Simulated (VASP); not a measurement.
# CoH4 (P3m1) in VASP: notebook

CoH4 is run at these levels: PBE; tasks: single point, relaxation of cell and atoms.

Everything below comes from runs of VASP 6.6.1. Logs are shortened: lines on timing, memory, paths and dates and some standing lists are left out, and cuts for length are marked.

## (1) The cell of the first run

It takes space group P3m1 (No. 156, trigonal). Conventional cell: a = 2.500 Å, b = 2.500 Å, c = 8.284 Å, α = 90.00°, β = 90.00°, γ = 120.00°. Co (site symmetry 3m) has 6 H at 1.70 Å within 2.3 Å. H (site symmetry 3m) has 3 Co at 1.70 Å and 3 H at 2.31 Å within 2.4 Å. Within 2.4 Å of H (site symmetry 3m) lie 3 Co at 1.70 Å and 3 H at 2.31 Å. Within 1.0 Å of H (site symmetry 3m) lie 1 H at 0.74 Å. Within 1.0 Å of H (site symmetry 3m) lie 1 H at 0.74 Å.

## (2) Single point, PBE, collinear spin, antiferromagnetic start

File INCAR:

```
ALGO = Normal ; EDIFF = 1E-6
ENCUT = 520 ; GGA = PE
ISIF = 2 ; ISMEAR = 0
ISPIN = 2 ; LASPH = True
LCHARG = False ; LMAXMIX = 4
LORBIT = 11 ; LREAL = False
LWAVE = False ; MAGMOM = 3 -3 0 0 0 0 0 0 0 0
NBANDS = 28 ; NELM = 150
PREC = Accurate ; SIGMA = 0.1
```

File KPOINTS:

```
k-points
0
Gamma
  12 12 2
```

File POSCAR:

```
CoH4
1.0
    2.4995204803      0.0000000000      0.0000000000
   -1.2497602401      2.1646482333      0.0000000000
    0.0000000000      0.0000000000     16.5671827915
Co H
2 8
Direct
    0.6666666667      0.3333333333      0.1148573609
    0.6666666667      0.3333333333      0.6148573609
    0.3333333333      0.6666666667      0.0604942307
    1.0000000000      0.0000000000      0.1692162395
    0.3333333333      0.6666666667      0.3389108257
    0.3333333333      0.6666666667      0.3837419532
    0.3333333333      0.6666666667      0.5604942307
    1.0000000000      0.0000000000      0.6692162395
    0.3333333333      0.6666666667      0.8389108257
    0.3333333333      0.6666666667      0.8837419532
```

Potentials or basis: VASP PAW PBE potentials, release 64 (Co, H).

Run with:

```sh
cat potpaw_PBE.64/Co/POTCAR potpaw_PBE.64/H/POTCAR > POTCAR
mpirun -np 1 vasp_std > vasp.out
```

OUTCAR:

```text
EDIFF = 1E-6
   ENCUT = 520
   GGA = PE
   ISIF = 2
   ISMEAR = 0
   ISPIN = 2
   LASPH = True
   LORBIT = 11
   LREAL = False
   NELM = 150
   PREC = Accurate

 ion  position               nearest neighbor table
   1  0.667  0.333  0.115-   4 1.70   4 1.70   4 1.70   3 1.70   3 1.70   3 1.70
   2  0.667  0.333  0.615-   8 1.70   8 1.70   8 1.70   7 1.70   7 1.70   7 1.70
   3  0.333  0.667  0.060-   1 1.70   1 1.70   1 1.70
   4  0.000  0.000  0.169-   1 1.70   1 1.70   1 1.70
   5  0.333  0.667  0.339-   6 0.74
   6  0.333  0.667  0.384-   5 0.74
   7  0.333  0.667  0.560-   2 1.70   2 1.70   2 1.70
   8  0.000  0.000  0.669-   2 1.70   2 1.70   2 1.70
   9  0.333  0.667  0.839-  10 0.74
  10  0.333  0.667  0.884-   9 0.74
[... 7 lines left out ...]
 A1 = (   2.4995204803,   0.0000000000,   0.0000000000)
 A2 = (  -1.2497602401,   2.1646482333,   0.0000000000)
 A3 = (   0.0000000000,   0.0000000000,  16.5671827915)

Analysis of symmetry for initial positions (statically):
=====================================================================
 Subroutine PRICEL returns following result:

  LATTYP: Found a hexagonal cell.
 ALAT       =     2.4995204803
 C/A-ratio  =     3.3140722235
[... 12 lines left out ...]
 Subroutine GETGRP returns: Found  6 space group operations
 (whereof  6 operations were pure point group operations)
 out of a pool of 24 trial point group operations.

The static configuration has the point symmetry C_3v.

Analysis of symmetry for dynamics (positions and initial velocities):
=====================================================================
 Subroutine PRICEL returns following result:

  LATTYP: Found a hexagonal cell.
 ALAT       =     2.4995204803
 C/A-ratio  =     3.3140722235
[... 12 lines left out ...]
 Subroutine GETGRP returns: Found  6 space group operations
 (whereof  6 operations were pure point group operations)
 out of a pool of 24 trial point group operations.

The dynamic configuration has the point symmetry C_3v.

Analysis of structural, dynamic, and magnetic symmetry:
=====================================================================
 Subroutine PRICEL returns following result:

  LATTYP: Found a hexagonal cell.
 ALAT       =     2.4995204803
 C/A-ratio  =     3.3140722235
[... 12 lines left out ...]
 Subroutine GETGRP returns: Found  6 space group operations
 (whereof  6 operations were pure point group operations)
 out of a pool of 24 trial point group operations.

The overall configuration has the point symmetry C_3v.

 Subroutine INISYM returns: Found  6 space group operations
 (whereof  6 operations are pure point group operations),
 and found     2 'primitive' translations

----------------------------------------------------------------------------------------

                                     Primitive cell

  volume of cell :      44.8191

  direct lattice vectors                    reciprocal lattice vectors
     2.499520480  0.000000000  0.000000000     0.400076738  0.230984412  0.000000000
    -1.249760240  2.164648233  0.000000000     0.000000000  0.461968825  0.000000000
     0.000000000  0.000000000  8.283591396     0.000000000  0.000000000  0.120720585

  length of vectors
     2.499520480  2.499520480  8.283591396     0.461968825  0.461968825  0.120720585

  position of ions in fractional coordinates (direct lattice)
     0.666666667  0.333333333  0.229714722
     0.333333333  0.666666667  0.120988461
     0.000000000  0.000000000  0.338432479
     0.333333333  0.666666667  0.677821651
     0.333333333  0.666666667  0.767483906

  ion indices of the primitive-cell ions
   primitive index   ion index
                 1           1
                 2           3
                 3           4
                 4           5
                 5          10

----------------------------------------------------------------------------------------

 KPOINTS: k-points

Automatic generation of k-mesh.
 Grid dimensions read from file:
 generate k-points for:   12   12    2

 Generating k-lattice:

  Cartesian coordinates                     Fractional coordinates (reciprocal lattice)
     0.033339728  0.019248701  0.000000000     0.083333333  0.000000000  0.000000000
     0.000000000  0.038497402  0.000000000     0.000000000  0.083333333  0.000000000
[... 55 lines left out ...]
   LASPH  =      T    aspherical Exc in radial PAW
   ENCUT  =  520.0 eV  38.22 Ry    6.18 a.u.   4.65  4.65 30.80*2*pi/ulx,y,z
   NELM   =    150;   NELMIN=  2; NELMDL= -5     # of ELM steps
   EDIFF  = 0.1E-05   stopping-criterion for ELM
   LREAL  =      F    real-space projection
   EDIFFG = 0.1E-04   stopping-criterion for IOM
   NSW    =      0    number of steps for IOM
   IBRION =     -1    ionic relax: 0-MD 1-quasi-New 2-CG
   NFREE  =      0    steps in history (QN), initial steepest desc. (CG)
   ISIF   =      2    stress and relaxation
   ISYM   =      2    0-nonsym 1-usesym 2-fastsym
   POTIM  = 0.5000    time-step for ionic-motion
   TEBEG  =    0.0;   TEEND  =   0.0 temperature during run
   PSTRESS=    0.0 pullay stress
   NELECT =      26.0000    total number of electrons
   NUPDOWN=      -1.0000    fix difference up-down
   EMIN   =  10.00;   EMAX   =-10.00  energy-range for DOS
   EFERMI =   0.00;   METHOD = LEGACY
   ISMEAR =     0;   SIGMA  =   0.10  broadening in eV -4-tet -1-fermi 0-gaus
   EFERMI_NEDOS =   21; number of points for ismear=-14 and -15
   IALGO  =     38    algorithm
   IMIX   =      4    mixing-type and parameters
     AMIX     =   0.40;   BMIX     =  1.00
     AMIX_MAG =   1.60;   BMIX_MAG =  1.00
  volume/ion in A,a.u.               =       8.96        60.49
  Fermi-wavevector in a.u.,A,eV,Ry     =   1.083682  2.047861 15.978218  1.174366
  Thomas-Fermi vector in A             =   2.219754
   LORBIT       =     11    0 simple, 1 ext, 2 COOP (PROOUT), +10 PAW based schemes
   GGA     = PE    functional components
   LHFCALC =     F    Hartree Fock is set to
   AEXX    =    0.0000 exact exchange contribution
   IVDW    =     0    specifies the selected vdW correction
   LEPSILON=     F    determine dielectric tensor
   LRPA    =     F    only Hartree local field effects (RPA)
 spin polarized calculation
 Gauss-broadening in eV      SIGMA  =   0.10
  energy-cutoff  :      520.00
  volume of cell :       89.64
 maximum number of plane-waves:      2450
 NGX is ok and might be reduce to    20

 number of electron      25.9999991 magnetization      -0.0000000

 number of electron      25.9999991 magnetization       0.0000000

 Free energy of the ion-electron system (eV)
  ---------------------------------------------------
  ext. energy  EPLUGINS =         0.00000000
  ---------------------------------------------------
  free energy    TOTEN  =       -40.33313560 eV

  energy without entropy =      -40.31805325  energy(sigma->0) =      -40.32559442

 E-fermi :  -0.0214     XC(G=0):  -7.8939

 val. band max:       -0.0319151933   @ k =   0.2500   0.0833   0.0000
 cond. band min:      -0.0091601430   @ k =   0.1667   0.0833   0.5000
 fundamental gap:      0.0227550503
 Fermi energy:        -0.0214215730

 spin component 1

 k-point     1 :       0.0000    0.0000    0.0000
  band No.  band energies     occupation
      1      -9.8869      1.00000
      2      -9.8765      1.00000
      3      -6.9121      1.00000
      4      -6.8573      1.00000
      5      -4.8334      1.00000
      6      -4.7076      1.00000
[... 661 lines left out ...]
     24      10.5967      0.00000
     25      11.9831      0.00000

 [... further k-points ...]

 spin component 2

 k-point     1 :       0.0000    0.0000    0.0000
  band No.  band energies     occupation
      1      -9.8869      1.00000
      2      -9.8765      1.00000
      3      -6.9121      1.00000
      4      -6.8573      1.00000
      5      -4.8334      1.00000
      6      -4.7076      1.00000
[... 661 lines left out ...]
     24      10.5967      0.00000
     25      11.9831      0.00000

 [... further k-points ...]

 [bands above 25 left out]

------------------------ aborting loop because EDIFF is reached ----------------------------------------

  FORCE on cell =-STRESS in cart. coord.  units (eV):
  Direction    XX          YY          ZZ          XY          YZ          ZX
  --------------------------------------------------------------------------------------
  -------------------------------------------------------------------------------------
  Total       -0.1315673     -0.1315673     -0.1195285     -0.0000000      0.0000000     -0.0000000
  in kB       -2.3516127     -2.3516127     -2.1364332     -0.0000000      0.0000000     -0.0000000
  external PRESSURE =      -2.2798862 kB  Pullay stress =       0.0000000 kB

 VOLUME and BASIS-vectors are now :
 -----------------------------------------------------------------------------
  energy-cutoff  :      520.00
  volume of cell :       89.64
      direct lattice vectors                 reciprocal lattice vectors
     2.499520480  0.000000000  0.000000000     0.400076738  0.230984412  0.000000000
    -1.249760240  2.164648233  0.000000000     0.000000000  0.461968825  0.000000000
     0.000000000  0.000000000 16.567182791     0.000000000  0.000000000  0.060360293

 POSITION                                       TOTAL-FORCE (eV/Angst)
 -----------------------------------------------------------------------------------
      1.24976      0.72155      1.90286        -0.000000     -0.000000     -0.000234
      1.24976      0.72155     10.18645         0.000000      0.000000     -0.000234
     -0.00000      1.44310      1.00222         0.000000      0.000000      0.000241
      0.00000      0.00000      2.80344        -0.000000      0.000000     -0.000232
     -0.00000      1.44310      5.61480         0.000000     -0.000000      0.010567
     -0.00000      1.44310      6.35752         0.000000      0.000000     -0.010342
     -0.00000      1.44310      9.28581        -0.000000      0.000000      0.000241
      0.00000      0.00000     11.08703        -0.000000      0.000000     -0.000232
     -0.00000      1.44310     13.89839         0.000000     -0.000000      0.010567
     -0.00000      1.44310     14.64111        -0.000000      0.000000     -0.010342
 -----------------------------------------------------------------------------------
    total drift:                                0.000000      0.000000     -0.000273

  FREE ENERGIE OF THE ION-ELECTRON SYSTEM (eV)
  ---------------------------------------------------
  free  energy   TOTEN  =       -40.3331355978 eV

  energy  without entropy=      -40.3180532472  energy(sigma->0) =      -40.32559442

 total charge

# of ion       s       p       d       tot
------------------------------------------
    1        0.445   0.592   7.410   8.447
    2        0.445   0.592   7.410   8.447
    3        0.530   0.024   0.000   0.554
    4        0.530   0.024   0.000   0.554
    5        0.619   0.030   0.000   0.649
    6        0.619   0.030   0.000   0.649
    7        0.530   0.024   0.000   0.554
    8        0.530   0.024   0.000   0.554
    9        0.619   0.030   0.000   0.649
   10        0.619   0.030   0.000   0.649
--------------------------------------------------
tot          5.485   1.400  14.820  21.705

 magnetization (x)

# of ion       s       p       d       tot
------------------------------------------
    1       -0.001  -0.004   0.781   0.775
    2        0.001   0.004  -0.781  -0.775
    3       -0.010  -0.000   0.000  -0.011
    4       -0.010  -0.000   0.000  -0.011
    5        0.000  -0.000   0.000   0.000
    6       -0.000   0.000   0.000  -0.000
    7        0.010   0.000   0.000   0.011
    8        0.010   0.000   0.000   0.011
    9       -0.000   0.000   0.000  -0.000
   10        0.000  -0.000   0.000   0.000
--------------------------------------------------
tot          0.000   0.000   0.000   0.000
```

Run time: 2.6 min. Hardware: 1 thread of Intel Xeon 6975P-C (Granite Rapids), shared host; peak memory 0.33 GiB.

What came out:

```yaml
Free_energy: -40.3331 eV
Pressure: -0.2 GPa
Largest_force: 0.011 eV/Å
Band_gap_on_the_k_mesh: zero (filled and empty bands overlap)
Net_moment: 0.00 μB per cell
Site_moments: Co +0.78, -0.78; H -0.01, +0.00, -0.00, +0.01 (each value once) μB
Valence_electrons_inside_the_program's_atomic_spheres: Co 8.45; H 0.55, 0.65 (each value once)
```

Forces in eV/Å, atoms in the order of the input:
```
Co   0.000  0.000  0.000
Co   0.000  0.000  0.000
H    0.000  0.000  0.000
H    0.000  0.000  0.000
H    0.000  0.000  0.011
H    0.000  0.000 -0.010
H    0.000  0.000  0.000
H    0.000  0.000  0.000
H    0.000  0.000  0.011
H    0.000  0.000 -0.010
```

## (3) Relaxation of cell and atoms, PBE, collinear spin, ferromagnetic start

This run uses another cell than the first one: it holds 5 atoms, not 10.

File INCAR:

```
PREC = Accurate
ENCUT = 600
EDIFF = 1E-6
ISMEAR = 0
SIGMA = 0.1
LREAL = False
LASPH = True
NELM = 150
ALGO = Normal
ISIF = 3
LWAVE = False
LCHARG = False
ISPIN = 2
MAGMOM = 1.3 0 0 0 0
LORBIT = 11
LMAXMIX = 4
GGA = PE
IBRION = 2
NSW = 100
EDIFFG = -0.01
```

File KPOINTS:

```
regular mesh
0
Gamma
  12 12 4
```

File POSCAR:

```
CoH4
1.0
    2.5221729157      0.0000000000      0.0000000000
   -1.2610864578      2.1842658177      0.0000000000
    0.0000000000      0.0000000000      7.8560794669
Co H
1 4
Direct
    0.6666666667      0.3333333333      0.2297176664
    0.3333333333      0.6666666667      0.1143763415
    0.0000000000      0.0000000000      0.3450489660
    0.3333333333      0.6666666667      0.6753033649
    0.3333333333      0.6666666667      0.7699948810
```

Potentials or basis: VASP PAW PBE potentials, release 64 (Co, H).

Run with:

```sh
cat potpaw_PBE.64/Co/POTCAR potpaw_PBE.64/H/POTCAR > POTCAR
mpirun -np 1 vasp_std > vasp.out
```

It took 2.3 min on 1 thread of Intel Xeon 6975P-C (Granite Rapids), shared host; peak memory 0.23 GiB.

It converged, with:

```
Free energy                                           : -20.1680 eV
Relaxed volume                                        : 8.48 Å³/atom
Relaxed cell                                          : a = 2.497 Å, b = 2.497 Å, c = 7.850 Å, α = 90.00°, β = 90.00°, γ = 120.00°
Space group after relaxing (to 0.1 Å)                 : P3m1 (No. 156)
Energy gained by relaxing                             : 1.4 meV/atom
Ionic steps                                           : 8
Pressure after relaxing                               : 0.1 GPa
Largest force after relaxing                          : 0.008 eV/Å
Net moment                                            : 0.73 μB per cell
Site moments                                          : Co +0.77; H -0.01, -0.00 (each value once) μB
Valence electrons inside the program's atomic spheres : Co 8.45; H 0.55, 0.65 (each value once)
```

Forces on the atoms (eV/Å):
```
Co   0.000  0.000  0.000
H    0.000  0.000 -0.002
H    0.000  0.000  0.002
H    0.000  0.000 -0.008
H    0.000  0.000  0.008
```

Step by step:
| step | energy change (eV) | largest force (eV/Å) | pressure (GPa) | volume (Å³) |
| --- | --- | --- | --- | --- |
| 1 | 0.0000 | 0.1135 | -1.84 | 43.28 |
| 2 | -0.0060 | 0.1185 | -0.41 | 42.66 |
| 3 | -0.0064 | 0.1609 | 0.02 | 42.49 |
| 4 | -0.0041 | 0.4212 | -0.01 | 42.30 |
| 5 | -0.0068 | 0.0182 | 0.01 | 42.44 |
| 6 | -0.0068 | 0.0181 | -0.04 | 42.44 |
| 7 | -0.0069 | 0.0136 | 0.03 | 42.42 |
| 8 | -0.0069 | 0.0078 | 0.09 | 42.38 |

Final structure:
```cif
data_structure
_symmetry_space_group_name_H-M 'P 1'
_symmetry_Int_Tables_number 1
_cell_length_a 2.4970
_cell_length_b 2.4970
_cell_length_c 7.8497
_cell_angle_alpha 90.000
_cell_angle_beta 90.000
_cell_angle_gamma 120.000
_cell_volume 42.38
loop_
_atom_site_label
_atom_site_type_symbol
_atom_site_fract_x
_atom_site_fract_y
_atom_site_fract_z
_atom_site_occupancy
Co1 Co 0.66667 0.33333 0.22971 1
H1 H 0.33333 0.66667 0.11494 1
H2 H 0.00000 0.00000 0.34448 1
H3 H 0.33333 0.66667 0.67537 1
H4 H 0.33333 0.66667 0.76994 1
```

Levels at points of the mesh, in eV from the Fermi level:
Spin up:
```csv
k point,band 4,band 5,band 6,band 7,band 8,band 9,band 10,band 11
"(0.00, 0.00, 0.00)",-2.30,-2.29,-2.29,-0.73,-0.73,4.12,6.91,13.87
"(0.50, 0.00, 0.00)",-3.51,-1.14,-0.89,-0.32,3.61,5.82,7.02,8.11
"(0.00, 0.00, 0.50)",-2.38,-2.29,-2.29,-0.73,-0.73,3.51,8.80,11.08
"(0.50, 0.00, 0.50)",-3.48,-1.14,-0.89,-0.32,3.62,5.74,7.24,8.61
```
Spin down:
```csv
k point,band 3,band 4,band 5,band 6,band 7,band 8,band 9,band 10
"(0.00, 0.00, 0.00)",-4.87,-1.92,-1.50,-1.50,0.22,0.22,4.12,6.98
"(0.50, 0.00, 0.00)",-3.70,-2.81,-0.42,-0.27,0.63,4.06,5.81,7.24
"(0.00, 0.00, 0.50)",-4.66,-2.01,-1.50,-1.50,0.22,0.22,3.56,8.77
"(0.50, 0.00, 0.50)",-3.78,-2.79,-0.42,-0.27,0.63,4.07,5.73,7.48
```
